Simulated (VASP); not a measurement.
# MoS2 (P6_3/mmc) in VASP: notebook

The runs below take MoS2 through single point, with PBE.

All numbers are computed with VASP 6.6.1; they aren't measurements. Logs are shortened: lines on timing, memory, paths and dates and some standing lists are left out, and cuts for length are marked.

### Step 1. The cell of the first run

The structure is hexagonal, space group P6_3/mmc (No. 194). Conventional cell: a = 3.205 Å, b = 3.205 Å, c = 12.560 Å, α = 90.00°, β = 90.00°, γ = 120.00°. Mo (site symmetry -6m2) has 6 S at 2.41 Å within 3.2 Å. Within 3.2 Å of S (site symmetry 3m) lie 3 Mo at 2.41 Å and 1 S at 3.09 Å.

### Step 2. Single point, PBE (strain +1.0%)

INCAR

```
SYSTEM = MoS2
ALGO = Normal
EDIFF = 1E-6
ENCUT = 520
GGA = PE
ISIF = 2
ISMEAR = -1
LASPH = .True.
LCHARG = .False.
LREAL = .False.
LWAVE = .False.
NBANDS = 35
NELM = 80
PREC = Accurate
SIGMA = 0.02
```

KPOINTS

```
k-points
0
Gamma
  12 12 2
  0 0 0
```

POSCAR

```
MoS2
1.0
    3.2047501286      0.0000000000      0.0000000000
   -1.6023750643      2.7753950241      0.0000000000
    0.0000000000      0.0000000000     12.5602549188
Mo S
2 4
Direct
    0.3333333333      0.6666666667      0.2500000000
    0.6666666667      0.3333333333      0.7500000000
    0.6666666667      0.3333333333      0.3731514361
    0.6666666667      0.3333333333      0.1268485639
    0.3333333333      0.6666666667      0.8731514361
    0.3333333333      0.6666666667      0.6268485639
```

Potentials or basis: VASP PAW PBE potentials, release 64 (Mo_sv, S).

Started as:

```console
> cat potpaw_PBE.64/Mo_sv/POTCAR potpaw_PBE.64/S/POTCAR > POTCAR
> mpirun -np 1 vasp_std > vasp.out
```

OUTCAR:

```text
SYSTEM = MoS2
   EDIFF = 1E-6
   ENCUT = 520
   GGA = PE
   ISIF = 2
   ISMEAR = -1
   LASPH = .True.
   LREAL = .False.
   NELM = 80
   PREC = Accurate

 ion  position               nearest neighbor table
   1  0.333  0.667  0.250-   3 2.41   4 2.41   3 2.41   4 2.41   3 2.41   4 2.41
   2  0.667  0.333  0.750-   5 2.41   6 2.41   5 2.41   6 2.41   5 2.41   6 2.41
   3  0.667  0.333  0.373-   1 2.41   1 2.41   1 2.41
   4  0.667  0.333  0.127-   1 2.41   1 2.41   1 2.41
   5  0.333  0.667  0.873-   2 2.41   2 2.41   2 2.41
   6  0.333  0.667  0.627-   2 2.41   2 2.41   2 2.41

  LATTYP: Found a hexagonal cell.
 ALAT       =     3.2047501286
 C/A-ratio  =     3.9192618503

  Lattice vectors:

 A1 = (   3.2047501286,   0.0000000000,   0.0000000000)
 A2 = (  -1.6023750643,   2.7753950241,   0.0000000000)
 A3 = (   0.0000000000,   0.0000000000,  12.5602549188)

Analysis of symmetry for initial positions (statically):
=====================================================================
 Subroutine PRICEL returns:
 Original cell was already a primitive cell.

 Routine SETGRP: Setting up the symmetry group for a
 hexagonal supercell.

 Subroutine GETGRP returns: Found 24 space group operations
 (whereof 12 operations were pure point group operations)
 out of a pool of 24 trial point group operations.

The static configuration has the point symmetry D_3d.
 The point group associated with its full space group is D_6h.

Analysis of symmetry for dynamics (positions and initial velocities):
=====================================================================
 Subroutine PRICEL returns:
 Original cell was already a primitive cell.

 Routine SETGRP: Setting up the symmetry group for a
 hexagonal supercell.

 Subroutine GETGRP returns: Found 24 space group operations
 (whereof 12 operations were pure point group operations)
 out of a pool of 24 trial point group operations.

The dynamic configuration has the point symmetry D_3d.
 The point group associated with its full space group is D_6h.

 Subroutine INISYM returns: Found 24 space group operations
 (whereof 12 operations are pure point group operations),
 and found     1 'primitive' translations

----------------------------------------------------------------------------------------

                                     Primitive cell

  volume of cell :     111.7165

  direct lattice vectors                    reciprocal lattice vectors
     3.204750129  0.000000000  0.000000000     0.312036808  0.180154535  0.000000000
    -1.602375064  2.775395024  0.000000000     0.000000000  0.360309070  0.000000000
     0.000000000  0.000000000 12.560254919     0.000000000  0.000000000  0.079616218

  length of vectors
     3.204750129  3.204750129 12.560254919     0.360309070  0.360309070  0.079616218

  position of ions in fractional coordinates (direct lattice)
     0.333333333  0.666666667  0.250000000
     0.666666667  0.333333333  0.750000000
     0.666666667  0.333333333  0.373151436
     0.666666667  0.333333333  0.126848564
     0.333333333  0.666666667  0.873151436
     0.333333333  0.666666667  0.626848564

  ion indices of the primitive-cell ions
   primitive index   ion index
                 1           1
                 2           2
                 3           3
                 4           4
                 5           5
                 6           6

----------------------------------------------------------------------------------------

 KPOINTS: k-points

Automatic generation of k-mesh.
 Grid dimensions read from file:
 generate k-points for:   12   12    2

 Generating k-lattice:

  Cartesian coordinates                     Fractional coordinates (reciprocal lattice)
     0.026003067  0.015012878  0.000000000     0.083333333  0.000000000  0.000000000
     0.000000000  0.030025756  0.000000000     0.000000000  0.083333333  0.000000000
     0.000000000  0.000000000  0.039808109     0.000000000  0.000000000  0.500000000

  Length of vectors
     0.030025756  0.030025756  0.039808109

  Shift w.r.t. Gamma in fractional coordinates (k-lattice)
     0.000000000  0.000000000  0.000000000

 Subroutine IBZKPT returns following result:
 ===========================================

 Found     38 irreducible k-points:

 Following reciprocal coordinates:
            Coordinates               Weight
  0.000000  0.000000  0.000000      1.000000
  0.083333  0.000000  0.000000      6.000000
  0.166667  0.000000  0.000000      6.000000
  0.250000  0.000000  0.000000      6.000000
  0.333333  0.000000  0.000000      6.000000
  0.416667  0.000000  0.000000      6.000000
[... 16 lines left out ...]
  0.250000  0.000000  0.500000      6.000000
  0.333333  0.000000  0.500000      6.000000
 [... further k-points ...]
   k-points           NKPTS =     38   k-points in BZ     NKDIM =     38   number of bands    NBANDS=     35
   number of dos      NEDOS =    301   number of ions     NIONS =      6
   total plane-waves  NPLWV =  55296
   dimension x,y,z NGX =    24 NGY =   24 NGZ =   96
   dimension x,y,z NGXF=    48 NGYF=   48 NGZF=  192
   ions per type =               2   4
   NGX,Y,Z   is equivalent  to a cutoff of  12.45, 12.45, 12.71 a.u.
   NGXF,Y,Z  is equivalent  to a cutoff of  24.90, 24.90, 25.41 a.u.
 SYSTEM =  MoS2
   PREC   = accura    normal or accurate (medium, high low for compatibility)
   ISTART =      0    job   : 0-new  1-cont  2-samecut
   ICHARG =      2    charge: 1-file 2-atom 10-const
   ISPIN  =      1    spin polarized calculation?
   LNONCOLLINEAR =      F non collinear calculations
   LSORBIT =      F    spin-orbit coupling
   LASPH  =      T    aspherical Exc in radial PAW
   ENCUT  =  520.0 eV  38.22 Ry    6.18 a.u.   5.96  5.96 23.35*2*pi/ulx,y,z
   NELM   =     80;   NELMIN=  2; NELMDL= -5     # of ELM steps
   EDIFF  = 0.1E-05   stopping-criterion for ELM
   LREAL  =      F    real-space projection
   EDIFFG = 0.1E-04   stopping-criterion for IOM
   NSW    =      0    number of steps for IOM
   IBRION =     -1    ionic relax: 0-MD 1-quasi-New 2-CG
   NFREE  =      0    steps in history (QN), initial steepest desc. (CG)
   ISIF   =      2    stress and relaxation
   ISYM   =      2    0-nonsym 1-usesym 2-fastsym
   POTIM  = 0.5000    time-step for ionic-motion
   TEBEG  =    0.0;   TEEND  =   0.0 temperature during run
   PSTRESS=    0.0 pullay stress
   NELECT =      52.0000    total number of electrons
   NUPDOWN=      -1.0000    fix difference up-down
   EMIN   =  10.00;   EMAX   =-10.00  energy-range for DOS
   EFERMI =   0.00;   METHOD = LEGACY
   ISMEAR =    -1;   SIGMA  =   0.02  broadening in eV -4-tet -1-fermi 0-gaus
   EFERMI_NEDOS =   21; number of points for ismear=-14 and -15
   IALGO  =     38    algorithm
   IMIX   =      4    mixing-type and parameters
     AMIX     =   0.40;   BMIX     =  1.00
     AMIX_MAG =   1.60;   BMIX_MAG =  1.00
  volume/ion in A,a.u.               =      18.62       125.65
  Fermi-wavevector in a.u.,A,eV,Ry     =   1.268733  2.397557 21.901062  1.609683
  Thomas-Fermi vector in A             =   2.401812
   LORBIT       =      0    0 simple, 1 ext, 2 COOP (PROOUT), +10 PAW based schemes
   GGA     = PE    functional components
   LHFCALC =     F    Hartree Fock is set to
   AEXX    =    0.0000 exact exchange contribution
   IVDW    =     0    specifies the selected vdW correction
   LEPSILON=     F    determine dielectric tensor
   LRPA    =     F    only Hartree local field effects (RPA)
 non-spin polarized calculation
  energy-cutoff  :      520.00
  volume of cell :      111.72
 maximum number of plane-waves:      3042
 NGX is ok and might be reduce to    24
   NGX = 11   NGY = 11   NGZ = 47

 number of electron      51.9999998 magnetization

 Free energy of the ion-electron system (eV)
  ---------------------------------------------------
  ext. energy  EPLUGINS =         0.00000000
  ---------------------------------------------------
  free energy    TOTEN  =       -43.64954274 eV

  energy without entropy =      -43.64954274  energy(sigma->0) =      -43.64954274

 E-fermi :   7.3713     XC(G=0): -10.5503

 val. band max:        6.9943708828   @ k =   0.0000   0.0000   0.0000
 cond. band min:       7.8724945334   @ k =   0.3333   0.3333   0.0000
 fundamental gap:      0.8781236506
 Fermi energy:         7.3713440973

 k-point     1 :       0.0000    0.0000    0.0000
  band No.  band energies     occupation
      1     -54.5642      2.00000
      2     -54.5642      2.00000
      3     -28.6919      2.00000
      4     -28.6919      2.00000
      5     -28.5155      2.00000
      6     -28.5155      2.00000
[... 27 lines left out ...]
     34       9.3664      0.00000
     35      12.3204      0.00000

 k-point     2 :       0.0833    0.0000    0.0000
  band No.  band energies     occupation
      1     -54.5619      2.00000
      2     -54.5619      2.00000
      3     -28.6873      2.00000
      4     -28.6872      2.00000
      5     -28.5394      2.00000
      6     -28.5394      2.00000
[... 27 lines left out ...]
     34       9.2602      0.00000
     35      12.8152      0.00000

 k-point     3 :       0.1667    0.0000    0.0000
  band No.  band energies     occupation
      1     -54.5557      2.00000
      2     -54.5557      2.00000
      3     -28.6745      2.00000
      4     -28.6745      2.00000
      5     -28.6043      2.00000
      6     -28.6043      2.00000
[... 27 lines left out ...]
     34       9.6651      0.00000
     35      13.9711      0.00000

 k-point     4 :       0.2500    0.0000    0.0000
  band No.  band energies     occupation
      1     -54.5471      2.00000
      2     -54.5471      2.00000
      3     -28.6918      2.00000
      4     -28.6918      2.00000
      5     -28.6571      2.00000
      6     -28.6571      2.00000
[... 27 lines left out ...]
     34      10.1376      0.00000
     35      14.2757      0.00000

 k-point     5 :       0.3333    0.0000    0.0000
  band No.  band energies     occupation
      1     -54.5385      2.00000
      2     -54.5385      2.00000
      3     -28.7781      2.00000
      4     -28.7781      2.00000
      5     -28.6396      2.00000
      6     -28.6396      2.00000
[... 638 lines left out ...]
 k-point    22 :       0.1667    0.0000    0.5000
  band No.  band energies     occupation
      1     -54.5557      2.00000
      2     -54.5557      2.00000
      3     -28.6745      2.00000
      4     -28.6745      2.00000
      5     -28.6043      2.00000
      6     -28.6043      2.00000
[... 27 lines left out ...]
     34       9.6214      0.00000
     35      13.9257      0.00000

 k-point    23 :       0.2500    0.0000    0.5000
  band No.  band energies     occupation
      1     -54.5471      2.00000
      2     -54.5471      2.00000
      3     -28.6918      2.00000
      4     -28.6918      2.00000
      5     -28.6571      2.00000
      6     -28.6571      2.00000
[... 27 lines left out ...]
     34      10.0558      0.00000
     35      14.3522      0.00000

 k-point    24 :       0.3333    0.0000    0.5000
  band No.  band energies     occupation
      1     -54.5385      2.00000
      2     -54.5385      2.00000
      3     -28.7781      2.00000
      4     -28.7781      2.00000
      5     -28.6396      2.00000
      6     -28.6396      2.00000
[... 27 lines left out ...]
     34      10.3775      0.00000
     35      13.7545      0.00000

 [... further k-points ...]
[... 5 lines left out ...]
  --------------------------------------------------------------------------------------
  -------------------------------------------------------------------------------------
  Total       -0.6631001     -0.6631001      1.7235671      0.0000000      0.0000000      0.0000000
  in kB       -9.5098190     -9.5098190     24.7184558      0.0000000      0.0000000      0.0000000
  external PRESSURE =       1.8996059 kB  Pullay stress =       0.0000000 kB

 VOLUME and BASIS-vectors are now :
 -----------------------------------------------------------------------------
  energy-cutoff  :      520.00
  volume of cell :      111.72
      direct lattice vectors                 reciprocal lattice vectors
     3.204750129  0.000000000  0.000000000     0.312036808  0.180154535  0.000000000
    -1.602375064  2.775395024  0.000000000     0.000000000  0.360309070  0.000000000
     0.000000000  0.000000000 12.560254919     0.000000000  0.000000000  0.079616218

 POSITION                                       TOTAL-FORCE (eV/Angst)
 -----------------------------------------------------------------------------------
     -0.00000      1.85026      3.14006        -0.000000      0.000000      0.000000
      1.60238      0.92513      9.42019         0.000000     -0.000000      0.000000
      1.60238      0.92513      4.68688         0.000000     -0.000000      0.090195
      1.60238      0.92513      1.59325         0.000000      0.000000     -0.090195
     -0.00000      1.85026     10.96700        -0.000000      0.000000      0.090195
     -0.00000      1.85026      7.87338        -0.000000      0.000000     -0.090195
 -----------------------------------------------------------------------------------
    total drift:                               -0.000000      0.000000     -0.000000

  FREE ENERGIE OF THE ION-ELECTRON SYSTEM (eV)
  ---------------------------------------------------
  free  energy   TOTEN  =       -43.6495427354 eV

  energy  without entropy=      -43.6495427354  energy(sigma->0) =      -43.64954274
```

Wall time 1.7 min (1 thread of Intel Xeon 6975P-C (Granite Rapids), shared host); peak memory 0.28 GiB.

Results:

```
Free energy            : -43.6495 eV
Pressure               : 0.2 GPa
Largest force          : 0.090 eV/Å
Band gap on the k mesh : 0.88 eV, indirect (least direct gap 1.54 eV)
```

Forces on the atoms (eV/Å):
```
Mo   0.000  0.000  0.000
Mo   0.000  0.000  0.000
S    0.000  0.000  0.090
S    0.000  0.000 -0.090
S    0.000  0.000  0.090
S    0.000  0.000 -0.090
```

Levels at points of the mesh, in eV from the valence-band top:
| k point | band 24 | band 25 | band 26 | band 27 | band 28 | band 29 |
| --- | --- | --- | --- | --- | --- | --- |
| (0.00, 0.00, 0.00) | -1.27 | -0.97 | 0.00 | 2.02 | 2.02 | 2.04 |
| (0.50, 0.00, 0.00) | -1.68 | -1.37 | -1.26 | 1.46 | 1.50 | 1.91 |
| (0.00, 0.00, 0.50) | -2.27 | -0.25 | -0.25 | 2.02 | 2.02 | 2.02 |
| (0.50, 0.00, 0.50) | -1.75 | -1.31 | -1.31 | 1.48 | 1.48 | 2.01 |

Caveat: the cell differs from its parent crystal (strain +1.0%); this functional lacks dispersion, which binds the layers, so the pressure and a relaxed spacing across them are unreliable.

(Continued in part 2 of 2.)
